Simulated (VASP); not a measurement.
# PbSe (Fm-3m) in VASP: a series of runs

Runs on PbSe. Level: PBEsol. Tasks: electric field gradients.

Everything below comes from runs of VASP 6.6.1. Logs are shortened: lines on timing, memory, paths and dates and some standing lists are left out, and cuts for length are marked.

## Step 1: The cell of the first run

Symmetry: Fm-3m, No. 225, cubic system. The conventional cell has a = 6.145 Å, b = 6.145 Å, c = 6.145 Å, α = 90.00°, β = 90.00°, γ = 90.00°. Pb (site symmetry m-3m) has 6 Se at 3.07 Å within 4.0 Å. Se (site symmetry m-3m) has 6 Pb at 3.07 Å within 4.0 Å.

## Step 2: Electric field gradients, PBEsol (volume scaled by 1.01)

Input file INCAR:

```
  PREC = Accurate
  ENCUT = 400
  EDIFF = 1E-8
  ISMEAR = -1
  SIGMA = 0.01
  LREAL = F
  LASPH = T
  NELM = 120
  ALGO = Normal
  ISIF = 2
  LWAVE = F
  LCHARG = F
  GGA = PS
  LEFG = T
  NBANDS = 17
  GGA_COMPAT = F
```

Input file KPOINTS:

```
regular mesh
0
Gamma
  9 9 9
```

Input file POSCAR:

```
PbSe
1.0
    0.0000000000      3.0723233306      3.0723233306
    3.0723233306      0.0000000000      3.0723233306
    3.0723233306      3.0723233306      0.0000000000
Pb Se
1 1
Direct
    0.0000000000      0.0000000000      0.0000000000
    0.5000000000      0.5000000000      0.5000000000
```

Potentials or basis: VASP PAW PBE potentials, release 64 (Pb_d, Se).

Command:

```sh
cat potpaw_PBE.64/Pb_d/POTCAR potpaw_PBE.64/Se/POTCAR > POTCAR
mpirun -np 1 vasp_std > vasp.out
```

OUTCAR:

```text
PREC = Accurate
   ENCUT = 400
   EDIFF = 1E-8
   ISMEAR = -1
   LREAL = F
   LASPH = T
   NELM = 120
   ISIF = 2
   GGA = PS

 ion  position               nearest neighbor table
   1  0.000  0.000  0.000-   2 3.07   2 3.07   2 3.07   2 3.07   2 3.07   2 3.07
   2  0.500  0.500  0.500-   1 3.07   1 3.07   1 3.07   1 3.07   1 3.07   1 3.07

  LATTYP: Found a face centered cubic cell.
 ALAT       =     6.1446466612

  Lattice vectors:

 A1 = (   0.0000000000,   3.0723233306,   3.0723233306)
 A2 = (   3.0723233306,   0.0000000000,   3.0723233306)
 A3 = (   3.0723233306,   3.0723233306,   0.0000000000)

Analysis of symmetry for initial positions (statically):
=====================================================================
 Subroutine PRICEL returns:
 Original cell was already a primitive cell.

 Routine SETGRP: Setting up the symmetry group for a
 face centered cubic supercell.

 Subroutine GETGRP returns: Found 48 space group operations
 (whereof 48 operations were pure point group operations)
 out of a pool of 48 trial point group operations.

The static configuration has the point symmetry O_h .

Analysis of symmetry for dynamics (positions and initial velocities):
=====================================================================
 Subroutine PRICEL returns:
 Original cell was already a primitive cell.

 Routine SETGRP: Setting up the symmetry group for a
 face centered cubic supercell.

 Subroutine GETGRP returns: Found 48 space group operations
 (whereof 48 operations were pure point group operations)
 out of a pool of 48 trial point group operations.

The dynamic configuration has the point symmetry O_h .

 Subroutine INISYM returns: Found 48 space group operations
 (whereof 48 operations are pure point group operations),
 and found     1 'primitive' translations

----------------------------------------------------------------------------------------

                                     Primitive cell

  volume of cell :      58.0004

  direct lattice vectors                    reciprocal lattice vectors
     0.000000000  3.072323331  3.072323331    -0.162743288  0.162743288  0.162743288
     3.072323331  0.000000000  3.072323331     0.162743288 -0.162743288  0.162743288
     3.072323331  3.072323331  0.000000000     0.162743288  0.162743288 -0.162743288

  length of vectors
     4.344921322  4.344921322  4.344921322     0.281879643  0.281879643  0.281879643

  position of ions in fractional coordinates (direct lattice)
     0.000000000  0.000000000  0.000000000
     0.500000000  0.500000000  0.500000000

  ion indices of the primitive-cell ions
   primitive index   ion index
                 1           1
                 2           2

----------------------------------------------------------------------------------------

 KPOINTS: regular mesh

Automatic generation of k-mesh.
 Grid dimensions read from file:
 generate k-points for:    9    9    9

 Generating k-lattice:

  Cartesian coordinates                     Fractional coordinates (reciprocal lattice)
    -0.018082588  0.018082588  0.018082588     0.111111111  0.000000000  0.000000000
     0.018082588 -0.018082588  0.018082588     0.000000000  0.111111111  0.000000000
     0.018082588  0.018082588 -0.018082588     0.000000000  0.000000000  0.111111111

  Length of vectors
     0.031319960  0.031319960  0.031319960

  Shift w.r.t. Gamma in fractional coordinates (k-lattice)
     0.000000000  0.000000000  0.000000000

 Subroutine IBZKPT returns following result:
 ===========================================

 Found     35 irreducible k-points:

 Following reciprocal coordinates:
            Coordinates               Weight
  0.000000  0.000000  0.000000      1.000000
  0.111111  0.000000  0.000000      8.000000
  0.222222  0.000000  0.000000      8.000000
  0.333333  0.000000  0.000000      8.000000
  0.444444  0.000000  0.000000      8.000000
  0.111111  0.111111  0.000000      6.000000
[... 16 lines left out ...]
 -0.333333  0.333333  0.000000     12.000000
  0.444444  0.444444  0.000000      6.000000
 [... further k-points ...]
   k-points           NKPTS =     35   k-points in BZ     NKDIM =     35   number of bands    NBANDS=     17
   number of dos      NEDOS =    301   number of ions     NIONS =      2
   total plane-waves  NPLWV =  21952
   dimension x,y,z NGX =    28 NGY =   28 NGZ =   28
   dimension x,y,z NGXF=    56 NGYF=   56 NGZF=   56
   ions per type =               1   1
   NGX,Y,Z   is equivalent  to a cutoff of  10.71, 10.71, 10.71 a.u.
   NGXF,Y,Z  is equivalent  to a cutoff of  21.43, 21.43, 21.43 a.u.
 SYSTEM =  unknown system
   PREC   = accura    normal or accurate (medium, high low for compatibility)
   ISTART =      0    job   : 0-new  1-cont  2-samecut
   ICHARG =      2    charge: 1-file 2-atom 10-const
   ISPIN  =      1    spin polarized calculation?
   LNONCOLLINEAR =      F non collinear calculations
   LSORBIT =      F    spin-orbit coupling
   LASPH  =      T    aspherical Exc in radial PAW
   ENCUT  =  400.0 eV  29.40 Ry    5.42 a.u.   7.09  7.09  7.09*2*pi/ulx,y,z
   NELM   =    120;   NELMIN=  2; NELMDL= -5     # of ELM steps
   EDIFF  = 0.1E-07   stopping-criterion for ELM
   LREAL  =      F    real-space projection
   EDIFFG = 0.1E-06   stopping-criterion for IOM
   NSW    =      0    number of steps for IOM
   IBRION =     -1    ionic relax: 0-MD 1-quasi-New 2-CG
   NFREE  =      0    steps in history (QN), initial steepest desc. (CG)
   ISIF   =      2    stress and relaxation
   ISYM   =      2    0-nonsym 1-usesym 2-fastsym
   POTIM  = 0.5000    time-step for ionic-motion
   TEBEG  =    0.0;   TEEND  =   0.0 temperature during run
   PSTRESS=    0.0 pullay stress
   NELECT =      20.0000    total number of electrons
   NUPDOWN=      -1.0000    fix difference up-down
   EMIN   =  10.00;   EMAX   =-10.00  energy-range for DOS
   EFERMI =   0.00;   METHOD = LEGACY
   ISMEAR =    -1;   SIGMA  =   0.01  broadening in eV -4-tet -1-fermi 0-gaus
   EFERMI_NEDOS =   21; number of points for ismear=-14 and -15
   IALGO  =     38    algorithm
   IMIX   =      4    mixing-type and parameters
     AMIX     =   0.40;   BMIX     =  1.00
     AMIX_MAG =   1.60;   BMIX_MAG =  1.00
  volume/ion in A,a.u.               =      29.00       195.70
  Fermi-wavevector in a.u.,A,eV,Ry     =   1.147998  2.169402 17.931119  1.317900
  Thomas-Fermi vector in A             =   2.284675
   LORBIT       =      0    0 simple, 1 ext, 2 COOP (PROOUT), +10 PAW based schemes
   GGA     = PS    functional components
   LHFCALC =     F    Hartree Fock is set to
   AEXX    =    0.0000 exact exchange contribution
   IVDW    =     0    specifies the selected vdW correction
   LEPSILON=     F    determine dielectric tensor
   LRPA    =     F    only Hartree local field effects (RPA)
 non-spin polarized calculation
  energy-cutoff  :      400.00
  volume of cell :       58.00
 maximum number of plane-waves:      1067
   NGX = 15   NGY = 15   NGZ = 15

 number of electron      20.0000008 magnetization

 Free energy of the ion-electron system (eV)
  ---------------------------------------------------
  ext. energy  EPLUGINS =         0.00000000
  ---------------------------------------------------
  free energy    TOTEN  =        -8.91345344 eV

  energy without entropy =       -8.91345344  energy(sigma->0) =       -8.91345344

 E-fermi :   4.7915     XC(G=0):  -9.6672

 val. band max:        4.5720604852   @ k =   0.4444   0.0000   0.0000
 cond. band min:       5.2321334916   @ k =   0.4444   0.0000   0.0000
 fundamental gap:      0.6600730064
 Fermi energy:         4.7915242651

 k-point     1 :       0.0000    0.0000    0.0000
  band No.  band energies     occupation
      1     -11.9571      2.00000
      2     -11.9571      2.00000
      3     -11.9571      2.00000
      4     -11.9548      2.00000
      5     -11.9548      2.00000
      6      -8.7406      2.00000
[... 9 lines left out ...]
     16      11.2427      0.00000
     17      12.8080      0.00000

 k-point     2 :       0.1111    0.0000    0.0000
  band No.  band energies     occupation
      1     -11.9581      2.00000
      2     -11.9581      2.00000
      3     -11.9566      2.00000
      4     -11.9527      2.00000
      5     -11.9527      2.00000
      6      -8.6479      2.00000
[... 9 lines left out ...]
     16      11.5179      0.00000
     17      13.7239      0.00000
[... 421 lines left out ...]
 k-point    24 :       0.4444    0.4444    0.0000
  band No.  band energies     occupation
      1     -12.0735      2.00000
      2     -11.9743      2.00000
      3     -11.9367      2.00000
      4     -11.9146      2.00000
      5     -11.9146      2.00000
      6      -7.3879      2.00000
[... 9 lines left out ...]
     16      16.1006      0.00000
     17      17.3188      0.00000

 [... further k-points ...]

------------------------ aborting loop because EDIFF is reached ----------------------------------------

  FORCE on cell =-STRESS in cart. coord.  units (eV):
  Direction    XX          YY          ZZ          XY          YZ          ZX
  --------------------------------------------------------------------------------------
  -------------------------------------------------------------------------------------
  Total       -0.3956447     -0.3956447     -0.3956447      0.0000000     -0.0000000      0.0000000
  in kB      -10.9291210    -10.9291210    -10.9291210      0.0000000     -0.0000000      0.0000000
  external PRESSURE =     -10.9291210 kB  Pullay stress =       0.0000000 kB

 VOLUME and BASIS-vectors are now :
 -----------------------------------------------------------------------------
  energy-cutoff  :      400.00
  volume of cell :       58.00
      direct lattice vectors                 reciprocal lattice vectors
     0.000000000  3.072323331  3.072323331    -0.162743288  0.162743288  0.162743288
     3.072323331  0.000000000  3.072323331     0.162743288 -0.162743288  0.162743288
     3.072323331  3.072323331  0.000000000     0.162743288  0.162743288 -0.162743288

 POSITION                                       TOTAL-FORCE (eV/Angst)
 -----------------------------------------------------------------------------------
      0.00000      0.00000      0.00000         0.000000      0.000000      0.000000
      3.07232      3.07232      3.07232        -0.000000     -0.000000     -0.000000
 -----------------------------------------------------------------------------------
    total drift:                               -0.000000      0.000000      0.000000

  FREE ENERGIE OF THE ION-ELECTRON SYSTEM (eV)
  ---------------------------------------------------
  free  energy   TOTEN  =        -8.9134534423 eV

  energy  without entropy=       -8.9134534423  energy(sigma->0) =       -8.91345344

 Electric field gradients (V/A^2)
---------------------------------------------------------------------
 ion       V_xx      V_yy      V_zz      V_xy      V_xz      V_yz
---------------------------------------------------------------------
   1       0.000     0.000    -0.000     0.001     0.001     0.001
   2      -0.000     0.000    -0.000     0.000     0.000     0.000
---------------------------------------------------------------------

 Electric field gradients after diagonalization (V/A^2)
 (convention: |V_zz| > |V_xx| > |V_yy|)
----------------------------------------------------------------------
 ion       V_xx      V_yy      V_zz     asymmetry (V_yy - V_xx)/ V_zz
----------------------------------------------------------------------
   1      -0.001    -0.001     0.003       0.000
   2      -0.000    -0.000     0.001       0.000
----------------------------------------------------------------------

           NMR quadrupolar parameters

 Cq : quadrupolar parameter    Cq=e*Q*V_zz/h
 eta: asymmetry parameters     (V_yy - V_xx)/ V_zz
 Q  : nuclear electric quadrupole moment in mb (millibarn)
----------------------------------------------------------------------
 ion       Cq(MHz)       eta       Q (mb)
----------------------------------------------------------------------
   1       0.000       0.000       1.000
   2       0.000       0.000       1.000
----------------------------------------------------------------------
```

Run time: 13 s. Hardware: 1 thread of Intel Xeon 6975P-C (Granite Rapids), shared host; peak memory 0.16 GiB.

What came out:

| Quantity | Value |
| --- | --- |
| Free energy | -8.9135 eV |
| Pressure | -1.1 GPa |

Caveat: this odd mesh misses L, where the gap lies, so gap, dielectric constants and Born charges aren't listed; without QUAD_EFG the Cq values of the log hold for a quadrupole moment of 1 mb, not for the nuclei; the PAW data sets were made with another functional, which shifts forces and pressure a little; spin-orbit coupling is left out, which moves the levels of the heavy elements.

(Part 1 of 2 ends here.)
